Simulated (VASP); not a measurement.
# Ca2TaO3 (R-3m) in VASP: notebook

The runs below take Ca2TaO3 through single point, with PBE.

Program: VASP 6.6.1. These are calculated values, not measurements. Logs are shortened: lines on timing, memory, paths and dates and some standing lists are left out, and cuts for length are marked.

### 1 The cell of the first run

Symmetry: R-3m, No. 166, trigonal system. Conventional cell: a = 5.631 Å, b = 5.631 Å, c = 9.071 Å, α = 90.00°, β = 90.00°, γ = 120.00°. Within 3.3 Å of Ca (site symmetry 3m) lie 9 O at 2.22 to 3.19 Å and 4 Ca at 3.01 to 3.25 Å and 4 Ta at 3.03 to 3.25 Å. Within 2.9 Å of Ta (site symmetry -3m) lie 6 O at 2.22 Å. O (site symmetry 2/m) has 2 Ta at 2.22 Å and 2 Ca at 2.22 Å and 4 O at 2.82 Å within 2.9 Å.

The cell was generated, and may not be a known phase.

### 2 Single point, PBE, collinear spin

Contents of INCAR:

```
SYSTEM = Ca2TaO3
ALGO = Normal ; EDIFF = 1E-6
ENCUT = 520 ; GGA = PE
ISIF = 2 ; ISMEAR = 0
ISPIN = 2 ; LASPH = .TRUE.
LCHARG = .FALSE. ; LMAXMIX = 4
LORBIT = 11 ; LREAL = .FALSE.
LWAVE = .FALSE. ; MAGMOM = 0 0 1 0 0 0
NBANDS = 38 ; NELM = 150
PREC = Accurate ; SIGMA = 0.1
```

Contents of KPOINTS:

```
k-points
0
G
  6 6 6
  0 0 0
```

Contents of POSCAR:

```
Ca2TaO3
1.0
    2.8157002463      1.6256452951      3.0237625984
   -2.8157002463      1.6256452951      3.0237625984
    0.0000000000     -3.2512905903      3.0237625984
Ca Ta O
2 1 3
Direct
    0.1660694286      0.1660694286      0.1660694286
    0.8339305714      0.8339305714      0.8339305714
    0.5000000000      0.5000000000      0.5000000000
    0.5000000000      0.0000000000      0.5000000000
    0.0000000000      0.5000000000      0.5000000000
    0.5000000000      0.5000000000      0.0000000000
```

Potentials or basis: VASP PAW PBE potentials, release 64 (Ca_sv, Ta_pv, O).

Command:

```bash
> cat potpaw_PBE.64/Ca_sv/POTCAR potpaw_PBE.64/Ta_pv/POTCAR potpaw_PBE.64/O/POTCAR > POTCAR
> mpirun -np 1 vasp_std > vasp.out
```

OUTCAR:

```text
SYSTEM = Ca2TaO3
   EDIFF = 1E-6
   ENCUT = 520
   GGA = PE
   ISIF = 2
   ISMEAR = 0
   ISPIN = 2
   LASPH = .TRUE.
   LORBIT = 11
   LREAL = .FALSE.
   NELM = 150
   PREC = Accurate

 ion  position               nearest neighbor table
   1  0.166  0.166  0.166-   6 2.22   5 2.22   4 2.22   2 3.01   3 3.03   3 3.25   3 3.25   3 3.25

   2  0.834  0.834  0.834-   6 2.22   5 2.22   4 2.22   1 3.01   3 3.03   3 3.25   3 3.25   3 3.25

   3  0.500  0.500  0.500-   4 2.22   5 2.22   4 2.22   5 2.22   6 2.22   6 2.22   1 3.03   2 3.03
                             2 3.25   1 3.25   2 3.25   1 3.25   2 3.25   1 3.25
   4  0.500  0.000  0.500-   3 2.22   3 2.22   1 2.22   2 2.22
   5  0.000  0.500  0.500-   3 2.22   3 2.22   1 2.22   2 2.22
   6  0.500  0.500  0.000-   3 2.22   3 2.22   1 2.22   2 2.22

  LATTYP: Found a trigonal (rhomboedric) cell.
 ALAT       =     4.4400485081
 COS(alpha) =     0.1956827119

  Lattice vectors:

 A1 = (   2.8157002463,   1.6256452951,   3.0237625984)
 A2 = (  -2.8157002463,   1.6256452951,   3.0237625984)
 A3 = (   0.0000000000,  -3.2512905903,   3.0237625984)

Analysis of symmetry for initial positions (statically):
=====================================================================
 Subroutine PRICEL returns:
 Original cell was already a primitive cell.

 Routine SETGRP: Setting up the symmetry group for a
 trigonal (rhombohedral) supercell.

 Subroutine GETGRP returns: Found 12 space group operations
 (whereof 12 operations were pure point group operations)
 out of a pool of 12 trial point group operations.

The static configuration has the point symmetry D_3d.

Analysis of symmetry for dynamics (positions and initial velocities):
=====================================================================
 Subroutine PRICEL returns:
 Original cell was already a primitive cell.

 Routine SETGRP: Setting up the symmetry group for a
 trigonal (rhombohedral) supercell.

 Subroutine GETGRP returns: Found 12 space group operations
 (whereof 12 operations were pure point group operations)
 out of a pool of 12 trial point group operations.

The dynamic configuration has the point symmetry D_3d.

Analysis of structural, dynamic, and magnetic symmetry:
=====================================================================
 Subroutine PRICEL returns:
 Original cell was already a primitive cell.

 Routine SETGRP: Setting up the symmetry group for a
 trigonal (rhombohedral) supercell.

 Subroutine GETGRP returns: Found 12 space group operations
 (whereof 12 operations were pure point group operations)
 out of a pool of 12 trial point group operations.

The overall configuration has the point symmetry D_3d.

 Subroutine INISYM returns: Found 12 space group operations
 (whereof 12 operations are pure point group operations),
 and found     1 'primitive' translations

----------------------------------------------------------------------------------------

                                     Primitive cell

  volume of cell :      83.0446

  direct lattice vectors                    reciprocal lattice vectors
     2.815700246  1.625645295  3.023762598     0.177575721  0.102523390  0.110237931
    -2.815700246  1.625645295  3.023762598    -0.177575721  0.102523390  0.110237931
     0.000000000 -3.251290590  3.023762598     0.000000000 -0.205046780  0.110237931

  length of vectors
     4.440048508  4.440048508  4.440048508     0.232801597  0.232801597  0.232801597

  position of ions in fractional coordinates (direct lattice)
     0.166069429  0.166069429  0.166069429
     0.833930571  0.833930571  0.833930571
     0.500000000  0.500000000  0.500000000
     0.500000000  1.000000000  0.500000000
     1.000000000  0.500000000  0.500000000
     0.500000000  0.500000000  1.000000000

  ion indices of the primitive-cell ions
   primitive index   ion index
                 1           1
                 2           2
                 3           3
                 4           4
                 5           5
                 6           6

----------------------------------------------------------------------------------------

 KPOINTS: k-points

Automatic generation of k-mesh.
 Grid dimensions read from file:
[... 48 lines left out ...]
   number of dos      NEDOS =    301   number of ions     NIONS =      6
   total plane-waves  NPLWV =  46656
   dimension x,y,z NGX =    36 NGY =   36 NGZ =   36
   dimension x,y,z NGXF=    72 NGYF=   72 NGZF=   72
   ions per type =               2   1   3
   NGX,Y,Z   is equivalent  to a cutoff of  13.48, 13.48, 13.48 a.u.
   NGXF,Y,Z  is equivalent  to a cutoff of  26.96, 26.96, 26.96 a.u.
 SYSTEM =  Ca2TaO3
   PREC   = accura    normal or accurate (medium, high low for compatibility)
   ISTART =      0    job   : 0-new  1-cont  2-samecut
   ICHARG =      2    charge: 1-file 2-atom 10-const
   ISPIN  =      2    spin polarized calculation?
   LNONCOLLINEAR =      F non collinear calculations
   LSORBIT =      F    spin-orbit coupling
   LASPH  =      T    aspherical Exc in radial PAW
   ENCUT  =  520.0 eV  38.22 Ry    6.18 a.u.   8.26  8.26  8.26*2*pi/ulx,y,z
   NELM   =    150;   NELMIN=  2; NELMDL= -5     # of ELM steps
   EDIFF  = 0.1E-05   stopping-criterion for ELM
   LREAL  =      F    real-space projection
   EDIFFG = 0.1E-04   stopping-criterion for IOM
   NSW    =      0    number of steps for IOM
   IBRION =     -1    ionic relax: 0-MD 1-quasi-New 2-CG
   NFREE  =      0    steps in history (QN), initial steepest desc. (CG)
   ISIF   =      2    stress and relaxation
   ISYM   =      2    0-nonsym 1-usesym 2-fastsym
   POTIM  = 0.5000    time-step for ionic-motion
   TEBEG  =    0.0;   TEEND  =   0.0 temperature during run
   PSTRESS=    0.0 pullay stress
   NELECT =      49.0000    total number of electrons
   NUPDOWN=      -1.0000    fix difference up-down
   EMIN   =  10.00;   EMAX   =-10.00  energy-range for DOS
   EFERMI =   0.00;   METHOD = LEGACY
   ISMEAR =     0;   SIGMA  =   0.10  broadening in eV -4-tet -1-fermi 0-gaus
   EFERMI_NEDOS =   21; number of points for ismear=-14 and -15
   IALGO  =     38    algorithm
   IMIX   =      4    mixing-type and parameters
     AMIX     =   0.40;   BMIX     =  1.00
     AMIX_MAG =   1.60;   BMIX_MAG =  1.00
  volume/ion in A,a.u.               =      13.84        93.40
  Fermi-wavevector in a.u.,A,eV,Ry     =   1.373103  2.594789 25.652588  1.885412
  Thomas-Fermi vector in A             =   2.498650
   LORBIT       =     11    0 simple, 1 ext, 2 COOP (PROOUT), +10 PAW based schemes
   GGA     = PE    functional components
   LHFCALC =     F    Hartree Fock is set to
   AEXX    =    0.0000 exact exchange contribution
   IVDW    =     0    specifies the selected vdW correction
   LEPSILON=     F    determine dielectric tensor
   LRPA    =     F    only Hartree local field effects (RPA)
 spin polarized calculation
 Gauss-broadening in eV      SIGMA  =   0.10
  energy-cutoff  :      520.00
  volume of cell :       83.04
 maximum number of plane-waves:      2274
 NGX is ok and might be reduce to    36
   NGX = 17   NGY = 17   NGZ = 17

 number of electron      49.0000005 magnetization       0.0099083

 number of electron      49.0000005 magnetization      -0.0001082

 Free energy of the ion-electron system (eV)
  ---------------------------------------------------
  ext. energy  EPLUGINS =         0.00000000
  ---------------------------------------------------
  free energy    TOTEN  =       -41.61954111 eV

  energy without entropy =      -41.60581027  energy(sigma->0) =      -41.61267569

 E-fermi :   6.5012     XC(G=0): -10.9313

 val. band max:        6.4770519751   @ k =   0.5000   0.1667   0.1667
 cond. band min:       6.5063245191   @ k =   0.3333   0.3333   0.0000
 fundamental gap:      0.0292725441
 Fermi energy:         6.5011767829

 spin component 1

 k-point     1 :       0.0000    0.0000    0.0000
  band No.  band energies     occupation
      1     -35.1893      1.00000
      2     -35.0528      1.00000
      3     -29.4387      1.00000
      4     -29.3706      1.00000
      5     -29.3706      1.00000
      6     -16.8381      1.00000
[... 925 lines left out ...]
     35      11.1015      0.00000
     36      11.3263      0.00000

 [... further k-points ...]

 spin component 2

 k-point     1 :       0.0000    0.0000    0.0000
  band No.  band energies     occupation
      1     -35.1893      1.00000
      2     -35.0528      1.00000
      3     -29.4385      1.00000
      4     -29.3704      1.00000
      5     -29.3704      1.00000
      6     -16.8381      1.00000
[... 925 lines left out ...]
     35      11.1015      0.00000
     36      11.3263      0.00000

 [... further k-points ...]

 [bands above 36 left out]

------------------------ aborting loop because EDIFF is reached ----------------------------------------

  FORCE on cell =-STRESS in cart. coord.  units (eV):
  Direction    XX          YY          ZZ          XY          YZ          ZX
  --------------------------------------------------------------------------------------
  -------------------------------------------------------------------------------------
  Total        0.2549643      0.2549643      0.4201199     -0.0000000     -0.0000000      0.0000000
  in kB        4.9190226      4.9190226      8.1053664     -0.0000000     -0.0000000      0.0000000
  external PRESSURE =       5.9811372 kB  Pullay stress =       0.0000000 kB

 VOLUME and BASIS-vectors are now :
 -----------------------------------------------------------------------------
  energy-cutoff  :      520.00
  volume of cell :       83.04
      direct lattice vectors                 reciprocal lattice vectors
     2.815700246  1.625645295  3.023762598     0.177575721  0.102523390  0.110237931
    -2.815700246  1.625645295  3.023762598    -0.177575721  0.102523390  0.110237931
     0.000000000 -3.251290590  3.023762598     0.000000000 -0.205046780  0.110237931

 POSITION                                       TOTAL-FORCE (eV/Angst)
 -----------------------------------------------------------------------------------
      0.00000     -0.00000      1.50646         0.000000      0.000000     -0.093804
      0.00000     -0.00000      7.56482         0.000000     -0.000000      0.093804
      0.00000     -0.00000      4.53564        -0.000000      0.000000     -0.000000
      1.40785     -0.81282      3.02376        -0.000000      0.000000     -0.000000
     -1.40785     -0.81282      3.02376         0.000000     -0.000000      0.000000
      0.00000      1.62565      3.02376         0.000000      0.000000      0.000000
 -----------------------------------------------------------------------------------
    total drift:                               -0.000000     -0.000000      0.000000

  FREE ENERGIE OF THE ION-ELECTRON SYSTEM (eV)
  ---------------------------------------------------
  free  energy   TOTEN  =       -41.6195411125 eV

  energy  without entropy=      -41.6058102741  energy(sigma->0) =      -41.61267569

 total charge

# of ion       s       p       d       tot
------------------------------------------
    1        2.052   5.859   0.420   8.331
    2        2.052   5.859   0.420   8.331
    3        0.264   6.135   2.311   8.710
    4        1.562   3.433   0.000   4.994
    5        1.562   3.433   0.000   4.994
    6        1.562   3.433   0.000   4.994
--------------------------------------------------
tot          9.054  28.151   3.151  40.356

 magnetization (x)

# of ion       s       p       d       tot
------------------------------------------
    1       -0.000   0.000  -0.000  -0.000
    2       -0.000   0.000  -0.000  -0.000
    3       -0.000  -0.000  -0.000  -0.000
    4        0.000   0.000   0.000   0.000
    5        0.000   0.000   0.000   0.000
    6        0.000   0.000   0.000   0.000
--------------------------------------------------
tot         -0.000   0.000  -0.000  -0.000
```

Run time: 1.7 min. Hardware: 1 thread of AMD EPYC 9R45 (Zen 5), shared host; peak memory 0.31 GiB.

What came out:

| Property | Result |
| --- | --- |
| Free energy | -41.6195 eV |
| Pressure | 0.6 GPa |
| Largest force | 0.094 eV/Å |
| Net moment | 0.00 μB per cell |
| Valence electrons inside the program's atomic spheres | Ca 8.33; Ta 8.71; O 4.99 |

Forces in eV/Å, atoms in the order of the input:
```
Ca   0.000  0.000 -0.094
Ca   0.000  0.000  0.094
Ta   0.000  0.000  0.000
O    0.000  0.000  0.000
O    0.000  0.000  0.000
O    0.000  0.000  0.000
```

Levels at points of the mesh, in eV from the Fermi level:
Spin up:
```
           k point  band 21  band 22  band 23  band 24  band 25  band 26  band 27  band 28  band 29  band 30
(0.00, 0.00, 0.00)    -4.19    -4.19    -4.12    -2.55    -0.77    -0.77    -0.10     1.47     1.47     2.49
(0.50, 0.00, 0.00)    -5.26    -5.19    -4.34    -1.47    -0.35     0.61     1.68     1.73     2.11     2.27
(0.50, 0.50, 0.00)    -5.40    -5.37    -4.21     0.06     0.26     1.14     1.40     1.71     1.96     2.02
(0.50, 0.50, 0.50)    -4.70    -4.70    -3.81     0.64     1.34     1.34     1.41     1.97     1.97     3.11
```
Spin down:
```tsv
k point	band 23	band 24	band 25	band 26	band 27	band 28
(0.00, 0.00, 0.00)	-4.12	-2.55	-0.77	-0.77	-0.10	1.47
(0.50, 0.00, 0.00)	-4.34	-1.47	-0.35	0.61	1.68	1.73
(0.50, 0.50, 0.00)	-4.21	0.06	0.26	1.14	1.40	1.71
(0.50, 0.50, 0.50)	-3.81	0.64	1.34	1.34	1.41	1.97
```

Caveat: spin-orbit coupling is left out, which moves the levels of the heavy elements.

### 3 Single point, PBE

Contents of INCAR:

```
SYSTEM = Ca2TaO3
PREC     = Accurate       ! precision mode
ENCUT    = 520            ! plane-wave cutoff, eV
EDIFF    = 1E-7           ! SCF threshold, eV
ISMEAR   = 0              ! smearing method
SIGMA    = 0.1            ! smearing width, eV
LREAL    = .FALSE.        ! projectors in reciprocal space
LASPH    = .TRUE.         ! aspherical terms in the spheres
NELM     = 60             ! most SCF steps
ALGO     = Normal         ! electronic algorithm
ISIF     = 2              ! what is computed and relaxed
LWAVE    = .FALSE.        ! write WAVECAR
LCHARG   = .FALSE.        ! write CHGCAR
GGA      = PE             ! functional
NBANDS   = 34             ! bands
```

Contents of KPOINTS:

```
Automatic mesh
0
G
  12 12 12
  0 0 0
```

Contents of POSCAR:

```
Ca2TaO3
1.0
    2.8153728725      1.6254562858      3.0256926249
   -2.8153728725      1.6254562858      3.0256926249
    0.0000000000     -3.2509125716      3.0256926248
Ca Ta O
2 1 3
Direct
    0.1660008454      0.1660008454      0.1660008454
    0.8339991546      0.8339991546      0.8339991546
    0.5000000000      0.5000000000      0.5000000000
    0.5000000000      0.0000000000      0.5000000000
    0.0000000000      0.5000000000      0.5000000000
    0.5000000000      0.5000000000      0.0000000000
```

Potentials or basis: VASP PAW PBE potentials, release 64 (Ca_sv, Ta_pv, O).

Command:

```bash
> cat potpaw_PBE.64/Ca_sv/POTCAR potpaw_PBE.64/Ta_pv/POTCAR potpaw_PBE.64/O/POTCAR > POTCAR
> mpirun -np 1 vasp_std > vasp.out
```

Run time: 4.2 min. Hardware: 1 thread of AMD EPYC 9R45 (Zen 5), shared host; peak memory 0.54 GiB.

Results (log left out):

```
Free energy            : -41.6075 eV
Pressure               : 0.5 GPa
Largest force          : 0.088 eV/Å
Band gap on the k mesh : zero (an odd number of electrons rules out a gap without spin polarisation)
```

Forces in eV/Å, atoms in the order of the input:
```
Ca   0.000  0.000 -0.088
Ca   0.000  0.000  0.088
Ta   0.000  0.000  0.000
O    0.000  0.000  0.000
O    0.000  0.000  0.000
O    0.000  0.000  0.000
```

Stress tensor (GPa, compression positive):
```
0.42 0.00 0.00
0.00 0.42 0.00
0.00 0.00 0.72
```

Levels at points of the mesh, in eV from the Fermi level:
```
           k point  band 22  band 23  band 24  band 25  band 26  band 27  band 28  band 29
(0.00, 0.00, 0.00)    -4.20    -4.13    -2.57    -0.79    -0.79    -0.10     1.46     1.46
(0.50, 0.00, 0.00)    -5.20    -4.35    -1.48    -0.37     0.59     1.67     1.72     2.09
(0.50, 0.50, 0.00)    -5.38    -4.22     0.05     0.25     1.13     1.38     1.70     1.95
(0.50, 0.50, 0.50)    -4.71    -3.82     0.63     1.32     1.32     1.39     1.96     1.96
```

Caveat: spin-orbit coupling is left out, which moves the levels of the heavy elements; an odd number of electrons without spin polarisation forces a metal; a magnetic or distorted state may lie lower.

### 4 Single point, PBE, collinear spin

This run uses another cell than the first one, of 15.11 Å³/atom.

Contents of INCAR:

```
PREC = Accurate ; ENCUT = 520
EDIFF = 1E-6 ; ISMEAR = 0
SIGMA = 0.1 ; LREAL = F
LASPH = T ; NELM = 150
ALGO = Normal ; ISIF = 2
LWAVE = F ; LCHARG = F
ISPIN = 2 ; MAGMOM = 0 0 1 0 0 0
LORBIT = 11 ; LMAXMIX = 4
GGA = PE ; NBANDS = 38
```

Contents of KPOINTS:

```
Automatic mesh
0
Gamma
  6 6 6
```

Contents of POSCAR:

```
Ca2TaO3
1.0
    2.4929873000      1.4393268900      4.2108973100
   -2.4929873000      1.4393268900      4.2108973100
    0.0000000000     -2.8786537800      4.2108973100
Ca Ta O
2 1 3
Direct
    0.1226730000      0.1226730000      0.1226730000
    0.8773270000      0.8773270000      0.8773270000
    0.5000000000      0.5000000000      0.5000000000
    0.5000000000      0.0000000000      0.5000000000
    0.0000000000      0.5000000000      0.5000000000
    0.5000000000      0.5000000000      0.0000000000
```

Command:

```bash
> cat potpaw_PBE.64/Ca_sv/POTCAR potpaw_PBE.64/Ta_pv/POTCAR potpaw_PBE.64/O/POTCAR > POTCAR
> mpirun -np 1 vasp_std > vasp.out
```

Wall time 2.8 min (1 thread of AMD EPYC 9R45 (Zen 5), shared host); peak memory 0.36 GiB.

The run converged. Its results:

- Free energy: -32.1064 eV
- Pressure: -6.5 GPa
- Largest force: 0.654 eV/Å
- Net moment: 0.00 μB per cell
- Valence electrons inside the program's atomic spheres: Ca 8.25; Ta 8.65; O 4.80

Forces in eV/Å, atoms in the order of the input:
```
Ca   0.000  0.000 -0.654
Ca   0.000  0.000  0.654
Ta   0.000  0.000  0.000
O    0.000  0.000  0.000
O    0.000  0.000  0.000
O    0.000  0.000  0.000
```

Stress tensor (GPa, compression positive):
```
 14.26   0.00   0.00
  0.00  14.26   0.00
  0.00   0.00 -48.05
```

Levels at points of the mesh, in eV from the Fermi level:
Spin up:
| k point | band 22 | band 23 | band 24 | band 25 | band 26 | band 27 |
| --- | --- | --- | --- | --- | --- | --- |
| (0.00, 0.00, 0.00) | -0.40 | -0.04 | -0.04 | 0.27 | 0.27 | 0.93 |
| (0.50, 0.00, 0.00) | -1.95 | -1.17 | -0.51 | -0.08 | 0.12 | 1.54 |
| (0.50, 0.50, 0.00) | -1.87 | -0.90 | 0.01 | 0.09 | 0.43 | 1.88 |
| (0.50, 0.50, 0.50) | -0.38 | 0.16 | 0.16 | 0.64 | 0.64 | 2.02 |
Spin down:
```tsv
k point	band 21	band 22	band 23	band 24	band 25	band 26	band 27	band 28
(0.00, 0.00, 0.00)	-2.55	-0.40	-0.04	-0.04	0.27	0.27	0.93	0.93
(0.50, 0.00, 0.00)	-2.24	-1.95	-1.17	-0.51	-0.08	0.13	1.54	1.59
(0.50, 0.50, 0.00)	-2.22	-1.87	-0.90	0.01	0.09	0.43	1.88	2.11
(0.50, 0.50, 0.50)	-0.39	-0.38	0.16	0.16	0.64	0.64	2.02	2.02
```

Caveat: the stress differs along the axes, from -48 to 14 GPa; spin-orbit coupling is left out, which moves the levels of the heavy elements.

### 5 Overview

| spin | cell | k mesh | gap on the mesh (eV) | pressure (GPa) | moment (μB) | largest force (eV/Å) |
| --- | --- | --- | --- | --- | --- | --- |
| collinear | a = 4.440 Å, angles 78.7°, 6 atoms, atomic positions A | 6 × 6 × 6 | none | 0.6 | 0.00 | 0.09 |
| off | a = 4.441 Å, angles 78.7°, 6 atoms, atomic positions B | 12 × 12 × 12 | none | 0.5 | - | 0.09 |
| collinear | a = 5.101 Å, angles 58.5°, 6 atoms, atomic positions C | 6 × 6 × 6 | none | -6.5 | 0.00 | 0.65 |

Alike in all rows: task single point; level PBE; potentials or basis VASP PAW PBE potentials, release 64 (Ca_sv, Ta_pv, O); cutoff (eV) 520; smearing gaussian 0.1 eV.

Caveats: spin-orbit coupling is left out, which moves the levels of the heavy elements; an odd number of electrons without spin polarisation forces a metal (at least some runs); a magnetic or distorted state may lie lower (at least some runs); the stress differs along the axes, from -48 to 14 GPa (at least some runs).

Absolute energies hang on the potentials; compare differences alone.

The gap in the log of VASP goes by the Fermi energy; the results here count the filled bands.